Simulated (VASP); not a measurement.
Here is a VASP 6.6.1 calculation.

The input INCAR:

```
  ALGO = Normal
  EDIFF = 1E-6
  ENCUT = 520
  GGA = PE
  ISIF = 2
  ISMEAR = 0
  LASPH = True
  LCHARG = False
  LREAL = False
  LWAVE = False
  NBANDS = 16
  NELM = 80
  PREC = Accurate
  SIGMA = 0.02
```

File KPOINTS:

```
k-points
0
Gamma
  10 10 10
```

The input POSCAR:

```
ZnS
1.0
    0.0000000000      2.7020000000      2.7020000000
    2.7020000000      0.0000000000      2.7020000000
    2.7020000000      2.7020000000      0.0000000000
Zn S
1 1
Direct
    0.2500000000      0.2500000000      0.2500000000
    0.0000000000      0.0000000000      0.0000000000
```

Potentials or basis: VASP PAW PBE potentials, release 64 (Zn, S).

Launch:

```sh
$ cat potpaw_PBE.64/Zn/POTCAR potpaw_PBE.64/S/POTCAR > POTCAR
$ mpirun -np 1 vasp_std > vasp.out
```

Problem. Estimate the pressure.

Solution. 1.8 GPa.

Problem. Estimate the band gap on the k mesh.

Solution. 2.11 eV, direct.

**The experiment to reproduce.**

From “Electronic, vibrational, and thermodynamic properties of ZnS (zincblende and rocksalt structure)”, 2009, arxiv:0911.5022, for a bulk crystal of ZnS at 19 K: band gap 3.85 eV (direct).

Measured gap of ZnS: 3.85 eV (direct; 19 K; quoted in “Electronic, vibrational, and thermodynamic properties of ZnS (zincblende and rocksalt structure)”, 2009, arxiv:0911.5022). This calculation gives 2.11 eV (-1.74 eV). The value is that of PBE, without temperature or zero-point motion. Semilocal functionals fall short of measured gaps as a rule.
